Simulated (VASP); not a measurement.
# Sb (I4_1/amd) in VASP: further runs

The runs below take Sb through single point, with PBE.

All numbers are computed with VASP 6.6.1; they aren't measurements. Logs are shortened: lines on timing, memory, paths and dates and some standing lists are left out, and cuts for length are marked.

### Step 1. The cell of the first run

It takes space group I4_1/amd (No. 141, tetragonal). Conventional cell: a = 5.974 Å, b = 5.974 Å, c = 3.142 Å, α = 90.00°, β = 90.00°, γ = 90.00°. Within 4.1 Å of Sb (site symmetry -4m2) lie 10 Sb at 3.09 to 3.80 Å.

### Step 2. Single point, PBE (volume scaled by 0.95)

INCAR

```
SYSTEM = Sb
PREC = Accurate
ENCUT = 520
EDIFF = 1E-6
ISMEAR = -1
SIGMA = 0.08
LREAL = .FALSE.
LASPH = .TRUE.
NELM = 80
ALGO = Normal
ISIF = 2
LWAVE = .FALSE.
LCHARG = .FALSE.
GGA = PE
NBANDS = 12
```

KPOINTS

```
regular mesh
0
G
  15 15 15
  0 0 0
```

POSCAR

```
Sb
1.0
   -2.9871857361      2.9871857361      1.5709857131
    2.9871857361     -2.9871857361      1.5709857131
    2.9871857361      2.9871857361     -1.5709857131
Sb
2
Direct
   -0.3750000000     -0.1250000000     -0.2500000000
    0.3750000000      0.1250000000      0.2500000000
```

Potentials or basis: VASP PAW PBE potentials, release 64 (Sb).

Command:

```console
cat potpaw_PBE.64/Sb/POTCAR > POTCAR
mpirun -np 1 vasp_std > vasp.out
```

OUTCAR:

```text
SYSTEM = Sb
   PREC = Accurate
   ENCUT = 520
   EDIFF = 1E-6
   ISMEAR = -1
   LREAL = .FALSE.
   LASPH = .TRUE.
   NELM = 80
   ISIF = 2
   GGA = PE

 ion  position               nearest neighbor table
   1  0.625  0.875  0.750-   2 3.09   2 3.09   2 3.09   2 3.09
   2  0.375  0.125  0.250-   1 3.09   1 3.09   1 3.09   1 3.09

  LATTYP: Found a body centered tetragonal cell.
 ALAT       =     5.9743714722
 C/A-ratio  =     0.5259082802

  Lattice vectors:

 A1 = (  -2.9871857361,   2.9871857361,   1.5709857131)
 A2 = (   2.9871857361,  -2.9871857361,   1.5709857131)
 A3 = (   2.9871857361,   2.9871857361,  -1.5709857131)

Analysis of symmetry for initial positions (statically):
=====================================================================
 Subroutine PRICEL returns:
 Original cell was already a primitive cell.

 Routine SETGRP: Setting up the symmetry group for a
 body centered tetragonal supercell.

 Subroutine GETGRP returns: Found 16 space group operations
 (whereof  4 operations were pure point group operations)
 out of a pool of 16 trial point group operations.

The static configuration has the point symmetry C_2h.
 The point group associated with its full space group is D_4h.

Analysis of symmetry for dynamics (positions and initial velocities):
=====================================================================
 Subroutine PRICEL returns:
 Original cell was already a primitive cell.

 Routine SETGRP: Setting up the symmetry group for a
 body centered tetragonal supercell.

 Subroutine GETGRP returns: Found 16 space group operations
 (whereof  4 operations were pure point group operations)
 out of a pool of 16 trial point group operations.

The dynamic configuration has the point symmetry C_2h.
 The point group associated with its full space group is D_4h.

 Subroutine INISYM returns: Found 16 space group operations
 (whereof  4 operations are pure point group operations),
 and found     1 'primitive' translations

----------------------------------------------------------------------------------------

                                     Primitive cell

  volume of cell :      56.0734

  direct lattice vectors                    reciprocal lattice vectors
    -2.987185736  2.987185736  1.570985713     0.000000000  0.167381624  0.318271513
     2.987185736 -2.987185736  1.570985713     0.167381624  0.000000000  0.318271513
     2.987185736  2.987185736 -1.570985713     0.167381624  0.167381624  0.000000000

  length of vectors
     4.507166888  4.507166888  4.507166888     0.359601674  0.359601674  0.236713363

  position of ions in fractional coordinates (direct lattice)
     0.625000000  0.875000000  0.750000000
     0.375000000  0.125000000  0.250000000

  ion indices of the primitive-cell ions
   primitive index   ion index
                 1           1
                 2           2

----------------------------------------------------------------------------------------

 KPOINTS: regular mesh

Automatic generation of k-mesh.
 Grid dimensions read from file:
 generate k-points for:   15   15   15

 Generating k-lattice:

  Cartesian coordinates                     Fractional coordinates (reciprocal lattice)
     0.000000000  0.011158775  0.021218101     0.066666667  0.000000000 -0.000000000
     0.011158775  0.000000000  0.021218101     0.000000000  0.066666667 -0.000000000
     0.011158775  0.011158775  0.000000000     0.000000000  0.000000000  0.066666667

  Length of vectors
     0.023973445  0.023973445  0.015780891

  Shift w.r.t. Gamma in fractional coordinates (k-lattice)
     0.000000000  0.000000000  0.000000000

 Subroutine IBZKPT returns following result:
 ===========================================

 Found    288 irreducible k-points:

 Following reciprocal coordinates:
            Coordinates               Weight
  0.000000  0.000000  0.000000      1.000000
  0.066667  0.000000 -0.000000      8.000000
  0.133333  0.000000  0.000000      8.000000
  0.200000  0.000000 -0.000000      8.000000
  0.266667  0.000000  0.000000      8.000000
  0.333333  0.000000 -0.000000      8.000000
[... 16 lines left out ...]
  0.133333  0.133333  0.000000      8.000000
  0.200000  0.133333  0.000000     16.000000
 [... further k-points ...]
   k-points           NKPTS =    288   k-points in BZ     NKDIM =    288   number of bands    NBANDS=     12
   number of dos      NEDOS =    301   number of ions     NIONS =      2
   total plane-waves  NPLWV =  46656
   dimension x,y,z NGX =    36 NGY =   36 NGZ =   36
   dimension x,y,z NGXF=    72 NGYF=   72 NGZF=   72
   ions per type =               2
   NGX,Y,Z   is equivalent  to a cutoff of  13.28, 13.28, 13.28 a.u.
   NGXF,Y,Z  is equivalent  to a cutoff of  26.56, 26.56, 26.56 a.u.
 SYSTEM =  Sb
   PREC   = accura    normal or accurate (medium, high low for compatibility)
   ISTART =      0    job   : 0-new  1-cont  2-samecut
   ICHARG =      2    charge: 1-file 2-atom 10-const
   ISPIN  =      1    spin polarized calculation?
   LNONCOLLINEAR =      F non collinear calculations
   LSORBIT =      F    spin-orbit coupling
   LASPH  =      T    aspherical Exc in radial PAW
   ENCUT  =  520.0 eV  38.22 Ry    6.18 a.u.   8.38  8.38  8.38*2*pi/ulx,y,z
   NELM   =     80;   NELMIN=  2; NELMDL= -5     # of ELM steps
   EDIFF  = 0.1E-05   stopping-criterion for ELM
   LREAL  =      F    real-space projection
   EDIFFG = 0.1E-04   stopping-criterion for IOM
   NSW    =      0    number of steps for IOM
   IBRION =     -1    ionic relax: 0-MD 1-quasi-New 2-CG
   NFREE  =      0    steps in history (QN), initial steepest desc. (CG)
   ISIF   =      2    stress and relaxation
   ISYM   =      2    0-nonsym 1-usesym 2-fastsym
   POTIM  = 0.5000    time-step for ionic-motion
   TEBEG  =    0.0;   TEEND  =   0.0 temperature during run
   PSTRESS=    0.0 pullay stress
   NELECT =      10.0000    total number of electrons
   NUPDOWN=      -1.0000    fix difference up-down
   EMIN   =  10.00;   EMAX   =-10.00  energy-range for DOS
   EFERMI =   0.00;   METHOD = LEGACY
   ISMEAR =    -1;   SIGMA  =   0.08  broadening in eV -4-tet -1-fermi 0-gaus
   EFERMI_NEDOS =   21; number of points for ismear=-14 and -15
   IALGO  =     38    algorithm
   IMIX   =      4    mixing-type and parameters
     AMIX     =   0.40;   BMIX     =  1.00
     AMIX_MAG =   1.60;   BMIX_MAG =  1.00
  volume/ion in A,a.u.               =      28.04       189.20
  Fermi-wavevector in a.u.,A,eV,Ry     =   0.921487  1.741358 11.553231  0.849139
  Thomas-Fermi vector in A             =   2.046909
   LORBIT       =      0    0 simple, 1 ext, 2 COOP (PROOUT), +10 PAW based schemes
   GGA     = PE    functional components
   LHFCALC =     F    Hartree Fock is set to
   AEXX    =    0.0000 exact exchange contribution
   IVDW    =     0    specifies the selected vdW correction
   LEPSILON=     F    determine dielectric tensor
   LRPA    =     F    only Hartree local field effects (RPA)
 non-spin polarized calculation
  energy-cutoff  :      520.00
  volume of cell :       56.07
 maximum number of plane-waves:      1530
 NGX is ok and might be reduce to    36
   NGX = 17   NGY = 17   NGZ = 17

 number of electron      10.0000000 magnetization

 Free energy of the ion-electron system (eV)
  ---------------------------------------------------
  ext. energy  EPLUGINS =         0.00000000
  ---------------------------------------------------
  free energy    TOTEN  =        -8.02770514 eV

  energy without entropy =       -8.00785824  energy(sigma->0) =       -8.01778169

 E-fermi :   8.0206     XC(G=0):  -9.9549

 val. band max:        8.0199785041   @ k =  -0.2667   0.3333   0.1333
 cond. band min:       8.0627012338   @ k =   0.4667   0.1333   0.0000
 fundamental gap:      0.0427227297
 Fermi energy:         8.0206048188

 k-point     1 :       0.0000    0.0000    0.0000
  band No.  band energies     occupation
      1      -4.8042      2.00000
      2       0.9518      2.00000
      3       4.4086      2.00000
      4       4.4086      2.00000
      5      10.0517      0.00000
      6      11.6315      0.00000
      7      11.6315      0.00000
      8      12.6885      0.00000
      9      12.8219      0.00000
     10      15.5988      0.00000
     11      16.3187      0.00000
     12      17.3360      0.00000

 k-point     2 :       0.0667    0.0000   -0.0000
  band No.  band energies     occupation
      1      -4.7198      2.00000
      2       0.9285      2.00000
      3       4.4265      2.00000
      4       4.5915      2.00000
      5      10.1888      0.00000
      6      11.3224      0.00000
      7      11.6553      0.00000
      8      12.0710      0.00000
      9      12.0866      0.00000
     10      15.6656      0.00000
     11      16.5205      0.00000
     12      17.0367      0.00000

 k-point     3 :       0.1333    0.0000    0.0000
  band No.  band energies     occupation
      1      -4.4675      2.00000
      2       0.8877      2.00000
      3       4.4855      2.00000
      4       5.1010      2.00000
      5      10.1823      0.00000
      6      10.5839      0.00000
      7      10.6465      0.00000
      8      11.1623      0.00000
      9      11.6813      0.00000
     10      15.4458      0.00000
     11      15.7600      0.00000
     12      16.2284      0.00000
[... 286 lines left out ...]
 k-point    23 :       0.1333    0.1333    0.0000
  band No.  band energies     occupation
      1      -3.6142      2.00000
      2       1.2661      2.00000
      3       5.3683      2.00000
      4       5.6800      2.00000
      5       7.3416      1.99959
      6       7.4419      1.99856
      7      10.7340      0.00000
      8      10.7811      0.00000
      9      11.6889      0.00000
     10      13.8740      0.00000
     11      14.0844      0.00000
     12      17.5987      0.00000

 k-point    24 :       0.2000    0.1333    0.0000
  band No.  band energies     occupation
      1      -2.9621      2.00000
      2       1.3979      2.00000
      3       5.2496      2.00000
      4       5.9131      2.00000
      5       6.1283      2.00000
      6       6.7849      2.00000
      7      10.2406      0.00000
      8      10.3113      0.00000
      9      12.5138      0.00000
     10      13.5178      0.00000
     11      14.1151      0.00000
     12      18.3512      0.00000

 [... further k-points ...]
[... 5 lines left out ...]
  --------------------------------------------------------------------------------------
  -------------------------------------------------------------------------------------
  Total        1.1170231      1.1170231      1.1143324      0.0000000      0.0000000      0.0000000
  in kB       31.9165583     31.9165583     31.8396785      0.0000000      0.0000000      0.0000000
  external PRESSURE =      31.8909317 kB  Pullay stress =       0.0000000 kB

 VOLUME and BASIS-vectors are now :
 -----------------------------------------------------------------------------
  energy-cutoff  :      520.00
  volume of cell :       56.07
      direct lattice vectors                 reciprocal lattice vectors
    -2.987185736  2.987185736  1.570985713     0.000000000  0.167381624  0.318271513
     2.987185736 -2.987185736  1.570985713     0.167381624  0.000000000  0.318271513
     2.987185736  2.987185736 -1.570985713     0.167381624  0.167381624  0.000000000

 POSITION                                       TOTAL-FORCE (eV/Angst)
 -----------------------------------------------------------------------------------
      2.98719      1.49359      1.17824        -0.000000     -0.000000      0.000000
     -0.00000      1.49359      0.39275         0.000000      0.000000     -0.000000
 -----------------------------------------------------------------------------------
    total drift:                               -0.000000     -0.000000      0.000000

  FREE ENERGIE OF THE ION-ELECTRON SYSTEM (eV)
  ---------------------------------------------------
  free  energy   TOTEN  =        -8.0277051396 eV

  energy  without entropy=       -8.0078582403  energy(sigma->0) =       -8.01778169
```

It took 3.8 min on 1 thread of Intel Xeon 8259CL, shared host; peak memory 0.32 GiB.

Results:

```
Free energy            : -8.0277 eV
Pressure               : 3.2 GPa
Band gap on the k mesh : zero (band 5 reaches 11.63 eV, above the bottom of band 6 at 5.74 eV)
```

Levels at points of the mesh, in eV from the Fermi level:
```
           k point  band 3  band 4  band 5  band 6  band 7  band 8
(0.00, 0.00, 0.00)   -3.61   -3.61    2.03    3.61    3.61    4.67
```

Caveat: the cell differs from its parent crystal (volume scaled by 0.95); spin-orbit coupling is left out, which moves the levels of the heavy elements.

### Step 3. Single point, PBE

This run uses another cell than the first one, of 29.51 Å³/atom, 1.053 times its volume.

INCAR

```
PREC     = Accurate       # precision mode
ENCUT    = 520            # plane-wave cutoff, eV
EDIFF    = 1E-6           # SCF threshold, eV
ISMEAR   = -1             # smearing method
SIGMA    = 0.08           # smearing width, eV
LREAL    = False          # projectors in reciprocal space
LASPH    = True           # aspherical terms in the spheres
NELM     = 60             # most SCF steps
ALGO     = Normal         # electronic algorithm
ISIF     = 2              # what is computed and relaxed
LWAVE    = False          # write WAVECAR
LCHARG   = False          # write CHGCAR
GGA      = PE             # functional
NBANDS   = 12             # bands
```

KPOINTS

```
Automatic mesh
0
Gamma
  15 15 15
```

POSCAR

```
Sb
1.0
   -3.0377833185      3.0377833185      1.5990406269
    3.0377833185     -3.0377833185      1.5990406269
    3.0377833185      3.0377833185     -1.5990406269
Sb
2
Direct
   -0.3750000000     -0.1250000000     -0.2500000000
    0.3750000000      0.1250000000      0.2500000000
```

Potentials or basis: VASP PAW PBE potentials, release 64 (Sb).

Command:

```console
cat potpaw_PBE.64/Sb/POTCAR > POTCAR
mpirun -np 1 vasp_std > vasp.out
```

It took 3.8 min on 1 thread of Intel Xeon 8259CL, shared host; peak memory 0.33 GiB.

Results (log left out):

- Free energy: -8.0551 eV
- Pressure: -0.1 GPa
- Band gap on the k mesh: zero (band 5 reaches 10.81 eV, above the bottom of band 6 at 5.21 eV)

Levels at points of the mesh, in eV from the Fermi level:
| k point | band 3 | band 4 | band 5 | band 6 | band 7 | band 8 |
| --- | --- | --- | --- | --- | --- | --- |
| (0.00, 0.00, 0.00) | -3.38 | -3.38 | 2.23 | 3.46 | 3.46 | 4.40 |

Caveat: spin-orbit coupling is left out, which moves the levels of the heavy elements.
